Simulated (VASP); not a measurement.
# BN (P6_3/mmc) in VASP: notebook, part 2 of 2

VASP 6.6.1. Earlier steps stand in the parts before.

## 4. Single point, PBE

INCAR reads:

```
SYSTEM = BN
PREC = Accurate ; ENCUT = 520
EDIFF = 1E-6 ; ISMEAR = 0
SIGMA = 0.019000000000000003 ; LREAL = .False.
LASPH = .True. ; NELM = 80
ALGO = Normal ; ISIF = 2
LWAVE = .False. ; LCHARG = .False.
GGA = PE ; NBANDS = 16
```

KPOINTS reads:

```
regular mesh
0
Gamma
  12 12 4
  0 0 0
```

POSCAR reads:

```
BN
1.0
    2.4982400000      0.0000000000      0.0000000000
   -1.2491200000      2.1635393048      0.0000000000
    0.0000000000      0.0000000000      6.6357000000
N B
2 2
Direct
    0.6666666667      0.3333333333      0.2500000000
    0.3333333333      0.6666666667      0.7500000000
    0.6666666667      0.3333333333      0.7500000000
    0.3333333333      0.6666666667      0.2500000000
```

Potentials or basis: VASP PAW PBE potentials, release 64 (N, B).

Run with:

```sh
$ cat potpaw_PBE.64/N/POTCAR potpaw_PBE.64/B/POTCAR > POTCAR
$ mpirun -np 1 vasp_std > vasp.out
```

OUTCAR:

```text
SYSTEM = BN
   PREC = Accurate
   ENCUT = 520
   EDIFF = 1E-6
   ISMEAR = 0
   LREAL = .False.
   LASPH = .True.
   NELM = 80
   ISIF = 2
   GGA = PE

 ion  position               nearest neighbor table
   1  0.667  0.333  0.250-   4 1.44   4 1.44   4 1.44
   2  0.333  0.667  0.750-   3 1.44   3 1.44   3 1.44
   3  0.667  0.333  0.750-   2 1.44   2 1.44   2 1.44
   4  0.333  0.667  0.250-   1 1.44   1 1.44   1 1.44

  LATTYP: Found a hexagonal cell.
 ALAT       =     2.4982400000
 C/A-ratio  =     2.6561499296

  Lattice vectors:

 A1 = (   2.4982400000,   0.0000000000,   0.0000000000)
 A2 = (  -1.2491200000,   2.1635393048,   0.0000000000)
 A3 = (   0.0000000000,   0.0000000000,   6.6357000000)

Analysis of symmetry for initial positions (statically):
=====================================================================
 Subroutine PRICEL returns:
 Original cell was already a primitive cell.

 Routine SETGRP: Setting up the symmetry group for a
 hexagonal supercell.

 Subroutine GETGRP returns: Found 24 space group operations
 (whereof 12 operations were pure point group operations)
 out of a pool of 24 trial point group operations.

The static configuration has the point symmetry D_3d.
 The point group associated with its full space group is D_6h.

Analysis of symmetry for dynamics (positions and initial velocities):
=====================================================================
 Subroutine PRICEL returns:
 Original cell was already a primitive cell.

 Routine SETGRP: Setting up the symmetry group for a
 hexagonal supercell.

 Subroutine GETGRP returns: Found 24 space group operations
 (whereof 12 operations were pure point group operations)
 out of a pool of 24 trial point group operations.

The dynamic configuration has the point symmetry D_3d.
 The point group associated with its full space group is D_6h.

 Subroutine INISYM returns: Found 24 space group operations
 (whereof 12 operations are pure point group operations),
 and found     1 'primitive' translations

----------------------------------------------------------------------------------------

                                     Primitive cell

  volume of cell :      35.8662

  direct lattice vectors                    reciprocal lattice vectors
     2.498240000  0.000000000  0.000000000     0.400281798  0.231102804  0.000000000
    -1.249120000  2.163539305  0.000000000     0.000000000  0.462205608  0.000000000
     0.000000000  0.000000000  6.635700000     0.000000000  0.000000000  0.150700002

  length of vectors
     2.498240000  2.498240000  6.635700000     0.462205608  0.462205608  0.150700002

  position of ions in fractional coordinates (direct lattice)
     0.666666667  0.333333333  0.250000000
     0.333333333  0.666666667  0.750000000
     0.666666667  0.333333333  0.750000000
     0.333333333  0.666666667  0.250000000

  ion indices of the primitive-cell ions
   primitive index   ion index
                 1           1
                 2           2
                 3           3
                 4           4

----------------------------------------------------------------------------------------

 KPOINTS: regular mesh

[... 24 lines left out ...]
  0.000000  0.000000  0.000000      1.000000
  0.083333 -0.000000  0.000000      6.000000
  0.166667  0.000000  0.000000      6.000000
  0.250000  0.000000  0.000000      6.000000
  0.333333  0.000000  0.000000      6.000000
  0.416667  0.000000  0.000000      6.000000
[... 16 lines left out ...]
  0.250000  0.000000  0.250000     12.000000
  0.333333  0.000000  0.250000     12.000000
 [... further k-points ...]
   k-points           NKPTS =     57   k-points in BZ     NKDIM =     57   number of bands    NBANDS=     16
   number of dos      NEDOS =    301   number of ions     NIONS =      4
   total plane-waves  NPLWV =  20000
   dimension x,y,z NGX =    20 NGY =   20 NGZ =   50
   dimension x,y,z NGXF=    40 NGYF=   40 NGZF=  100
   ions per type =               2   2
   NGX,Y,Z   is equivalent  to a cutoff of  13.31, 13.31, 12.53 a.u.
   NGXF,Y,Z  is equivalent  to a cutoff of  26.62, 26.62, 25.05 a.u.
 SYSTEM =  BN
   PREC   = accura    normal or accurate (medium, high low for compatibility)
   ISTART =      0    job   : 0-new  1-cont  2-samecut
   ICHARG =      2    charge: 1-file 2-atom 10-const
   ISPIN  =      1    spin polarized calculation?
   LNONCOLLINEAR =      F non collinear calculations
   LSORBIT =      F    spin-orbit coupling
   LASPH  =      T    aspherical Exc in radial PAW
   ENCUT  =  520.0 eV  38.22 Ry    6.18 a.u.   4.65  4.65 12.34*2*pi/ulx,y,z
   NELM   =     80;   NELMIN=  2; NELMDL= -5     # of ELM steps
   EDIFF  = 0.1E-05   stopping-criterion for ELM
   LREAL  =      F    real-space projection
   EDIFFG = 0.1E-04   stopping-criterion for IOM
   NSW    =      0    number of steps for IOM
   IBRION =     -1    ionic relax: 0-MD 1-quasi-New 2-CG
   NFREE  =      0    steps in history (QN), initial steepest desc. (CG)
   ISIF   =      2    stress and relaxation
   ISYM   =      2    0-nonsym 1-usesym 2-fastsym
   POTIM  = 0.5000    time-step for ionic-motion
   TEBEG  =    0.0;   TEEND  =   0.0 temperature during run
   PSTRESS=    0.0 pullay stress
   NELECT =      16.0000    total number of electrons
   NUPDOWN=      -1.0000    fix difference up-down
   EMIN   =  10.00;   EMAX   =-10.00  energy-range for DOS
   EFERMI =   0.00;   METHOD = LEGACY
   ISMEAR =     0;   SIGMA  =   0.02  broadening in eV -4-tet -1-fermi 0-gaus
   EFERMI_NEDOS =   21; number of points for ismear=-14 and -15
   IALGO  =     38    algorithm
   IMIX   =      4    mixing-type and parameters
     AMIX     =   0.40;   BMIX     =  1.00
     AMIX_MAG =   1.60;   BMIX_MAG =  1.00
  volume/ion in A,a.u.               =       8.97        60.51
  Fermi-wavevector in a.u.,A,eV,Ry     =   1.250891  2.363842 21.289433  1.564729
  Thomas-Fermi vector in A             =   2.384864
   LORBIT       =      0    0 simple, 1 ext, 2 COOP (PROOUT), +10 PAW based schemes
   GGA     = PE    functional components
   LHFCALC =     F    Hartree Fock is set to
   AEXX    =    0.0000 exact exchange contribution
   IVDW    =     0    specifies the selected vdW correction
   LEPSILON=     F    determine dielectric tensor
   LRPA    =     F    only Hartree local field effects (RPA)
 non-spin polarized calculation
 Gauss-broadening in eV      SIGMA  =   0.02
  energy-cutoff  :      520.00
  volume of cell :       35.87
 maximum number of plane-waves:       985
 NGX is ok and might be reduce to    20
   NGX =  9   NGY =  9   NGZ = 25

 number of electron      15.9999997 magnetization

 Free energy of the ion-electron system (eV)
  ---------------------------------------------------
  ext. energy  EPLUGINS =         0.00000000
  ---------------------------------------------------
  free energy    TOTEN  =       -35.14690951 eV

  energy without entropy =      -35.14690951  energy(sigma->0) =      -35.14690951

 E-fermi :   2.4061     XC(G=0): -10.0888

 val. band max:        2.3080714109   @ k =   0.3333   0.3333   0.5000
 cond. band min:       6.5949798865   @ k =   0.5000   0.0000   0.0000
 fundamental gap:      4.2869084756
 Fermi energy:         2.4061325245

 k-point     1 :       0.0000    0.0000    0.0000
  band No.  band energies     occupation
      1     -15.5318      2.00000
      2     -15.2365      2.00000
      3      -3.9421      2.00000
      4      -1.8139      2.00000
      5       0.9859      2.00000
      6       0.9859      2.00000
[... 433 lines left out ...]
      3      -4.5924      2.00000
      4      -4.5346      2.00000
      5      -1.2772      2.00000
      6      -1.2340      2.00000
[... 8 lines left out ...]
     15      19.1831      0.00000
     16      20.9904      0.00000

 [... further k-points ...]

------------------------ aborting loop because EDIFF is reached ----------------------------------------

  FORCE on cell =-STRESS in cart. coord.  units (eV):
  Direction    XX          YY          ZZ          XY          YZ          ZX
  --------------------------------------------------------------------------------------
  -------------------------------------------------------------------------------------
  Total        1.4101785      1.4101785      0.6396193      0.0000000      0.0000000      0.0000000
  in kB       62.9939719     62.9939719     28.5723823      0.0000000      0.0000000      0.0000000
  external PRESSURE =      51.5201087 kB  Pullay stress =       0.0000000 kB

 VOLUME and BASIS-vectors are now :
 -----------------------------------------------------------------------------
  energy-cutoff  :      520.00
  volume of cell :       35.87
      direct lattice vectors                 reciprocal lattice vectors
     2.498240000  0.000000000  0.000000000     0.400281798  0.231102804  0.000000000
    -1.249120000  2.163539305  0.000000000     0.000000000  0.462205608  0.000000000
     0.000000000  0.000000000  6.635700000     0.000000000  0.000000000  0.150700002

 POSITION                                       TOTAL-FORCE (eV/Angst)
 -----------------------------------------------------------------------------------
      1.24912      0.72118      1.65892         0.000000     -0.000000      0.000000
     -0.00000      1.44236      4.97677        -0.000000      0.000000      0.000000
      1.24912      0.72118      4.97677         0.000000      0.000000      0.000000
     -0.00000      1.44236      1.65892         0.000000     -0.000000      0.000000
 -----------------------------------------------------------------------------------
    total drift:                                0.000000     -0.000000      0.000000

  FREE ENERGIE OF THE ION-ELECTRON SYSTEM (eV)
  ---------------------------------------------------
  free  energy   TOTEN  =       -35.1469095083 eV

  energy  without entropy=      -35.1469095083  energy(sigma->0) =      -35.14690951
```

stdout:

```text
POSCAR found type information on POSCAR N B
 POSCAR found :  2 types and       4 ions
 scaLAPACK will be used
 LDA part: xc-table for (Slater+PW92), standard interpolation
 POSCAR, INCAR and KPOINTS ok, starting setup
 FFT: planning ... GRIDC
 FFT: planning ... GRID_SOFT
 FFT: planning ... GRID
 WAVECAR not read
 entering main loop
```

Wall time 30 s (1 thread of Intel Xeon Platinum 8259CL at 2.50GHz (Skylake/Cascade Lake), shared host); peak memory 0.16 GiB.

What came out:

| Quantity | Value |
| --- | --- |
| Free energy | -35.1469 eV |
| Pressure | 5.2 GPa |
| Band gap on the k mesh | 4.29 eV, indirect (least direct gap 4.66 eV) |

Levels at points of the mesh, in eV from the valence-band top:
```tsv
k point	band 6	band 7	band 8	band 9	band 10	band 11
(0.00, 0.00, 0.00)	-1.32	-1.29	-1.29	5.27	10.35	11.61
(0.50, 0.00, 0.00)	-4.09	-1.45	-0.43	4.29	5.66	9.60
(0.00, 0.00, 0.50)	-1.30	-1.30	-1.30	7.64	7.64	11.67
(0.50, 0.00, 0.50)	-4.12	-0.92	-0.92	4.75	4.75	9.99
```

Caveat: this functional lacks dispersion, which binds the layers, so the pressure and a relaxed spacing across them are unreliable. Expect the measured gap to be larger: semilocal functionals such as PBE lack the derivative discontinuity.

## 5. Single point, PBE

INCAR reads:

```
SYSTEM = BN
  PREC = Accurate
  ENCUT = 520
  EDIFF = 1E-7
  ISMEAR = 0
  SIGMA = 0.023
  LREAL = .FALSE.
  LASPH = .TRUE.
  NELM = 60
  ALGO = Normal
  ISIF = 2
  LWAVE = .FALSE.
  LCHARG = .FALSE.
  GGA = PE
  NBANDS = 16
```

KPOINTS reads:

```
Automatic mesh
0
G
  12 12 4
  0 0 0
```

POSCAR is that of step 4.

Run with:

```sh
$ cat potpaw_PBE.64/N/POTCAR potpaw_PBE.64/B/POTCAR > POTCAR
$ mpirun -np 1 vasp_std > vasp.out
```

Run time: 30 s. Hardware: 1 thread of Intel Xeon Platinum 8259CL at 2.50GHz (Skylake/Cascade Lake), shared host; peak memory 0.16 GiB.

The run converged. Its results:

* Free energy: -35.1469 eV
* Pressure: 5.1 GPa
* Band gap on the k mesh: 4.29 eV, indirect (least direct gap 4.66 eV)

Stress tensor (GPa, compression positive):
```
6.30 0.00 0.00
0.00 6.30 0.00
0.00 0.00 2.84
```

Levels at points of the mesh, in eV from the valence-band top:
| k point | band 4 | band 5 | band 6 | band 7 | band 8 | band 9 | band 10 | band 11 | band 12 | band 13 |
| --- | --- | --- | --- | --- | --- | --- | --- | --- | --- | --- |
| (0.00, 0.00, 0.00) | -4.12 | -1.32 | -1.32 | -1.29 | -1.29 | 5.27 | 10.35 | 11.61 | 11.61 | 11.73 |
| (0.50, 0.00, 0.00) | -8.86 | -4.15 | -4.09 | -1.45 | -0.43 | 4.29 | 5.66 | 9.60 | 10.03 | 12.75 |
| (0.00, 0.00, 0.50) | -5.31 | -1.30 | -1.30 | -1.30 | -1.30 | 7.64 | 7.64 | 11.67 | 11.67 | 11.67 |
| (0.50, 0.00, 0.50) | -8.90 | -4.12 | -4.12 | -0.92 | -0.92 | 4.75 | 4.75 | 9.99 | 9.99 | 13.64 |

Caveat: this functional lacks dispersion, which binds the layers, so the pressure and a relaxed spacing across them are unreliable. A k mesh can miss the band edges.

## 6. Single point, PBE

INCAR reads:

```
PREC     = Accurate       # precision mode
ENCUT    = 520            # plane-wave cutoff, eV
EDIFF    = 1E-6           # SCF threshold, eV
ISMEAR   = 0              # smearing method
SIGMA    = 0.024          # smearing width, eV
LREAL    = False          # projectors in reciprocal space
LASPH    = True           # aspherical terms in the spheres
NELM     = 60             # most SCF steps
ALGO     = Normal         # electronic algorithm
ISIF     = 2              # what is computed and relaxed
LWAVE    = False          # write WAVECAR
LCHARG   = True           # write CHGCAR
GGA      = PE             # functional
LELF     = True           # ELF
LVHAR    = True         
NBANDS   = 16             # bands
```

KPOINTS reads:

```
regular mesh
0
Gamma
  12 12 4
```

POSCAR is that of step 5.

Potentials or basis: VASP PAW PBE potentials, release 64 (N, B).

Run with:

```sh
$ cat potpaw_PBE.64/N/POTCAR potpaw_PBE.64/B/POTCAR > POTCAR
$ mpirun -np 1 vasp_std > vasp.out
```

Wall time 28 s (1 thread of Intel Xeon Platinum 8259CL at 2.50GHz (Skylake/Cascade Lake), shared host); peak memory 0.16 GiB.

The run converged. Its results:

- Free energy: -35.1469 eV
- Pressure: 5.2 GPa
- Band gap on the k mesh: 4.29 eV, indirect (least direct gap 4.66 eV)

Stress tensor (GPa, compression positive):
```
6.30 0.00 0.00
0.00 6.30 0.00
0.00 0.00 2.86
```

Levels at points of the mesh, in eV from the valence-band top:
| k point | band 5 | band 6 | band 7 | band 8 | band 9 | band 10 | band 11 | band 12 |
| --- | --- | --- | --- | --- | --- | --- | --- | --- |
| (0.00, 0.00, 0.00) | -1.32 | -1.32 | -1.29 | -1.29 | 5.27 | 10.35 | 11.61 | 11.61 |
| (0.50, 0.00, 0.00) | -4.15 | -4.09 | -1.45 | -0.43 | 4.29 | 5.66 | 9.60 | 10.03 |
| (0.00, 0.00, 0.50) | -1.30 | -1.30 | -1.30 | -1.30 | 7.64 | 7.64 | 11.67 | 11.67 |
| (0.50, 0.00, 0.50) | -4.12 | -4.12 | -0.92 | -0.92 | 4.75 | 4.75 | 9.99 | 9.99 |

Caveat: this functional lacks dispersion, which binds the layers, so the pressure and a relaxed spacing across them are unreliable.

## 7. Summary

```tsv
smearing	gap on the mesh (eV)	pressure (GPa)
gaussian 0.017 eV	4.29	5.2
gaussian 0.018 eV	4.29	5.2
gaussian 0.019 eV	4.29	5.2
gaussian 0.023 eV	4.29	5.1
gaussian 0.024 eV	4.29	5.2
```

Alike in all rows: task single point; level PBE; potentials or basis VASP PAW PBE potentials, release 64 (N, B); no spin polarisation; cell as given; k mesh 12 × 12 × 4; cutoff (eV) 520.

On the cell as given the gap runs from 4.29 eV (PBE) to 4.29 eV (PBE).

Caveats: this functional lacks dispersion, which binds the layers, so the pressure and a relaxed spacing across them are unreliable.

Total energies depend on the potentials used, so only differences within one code and one set of settings carry meaning.
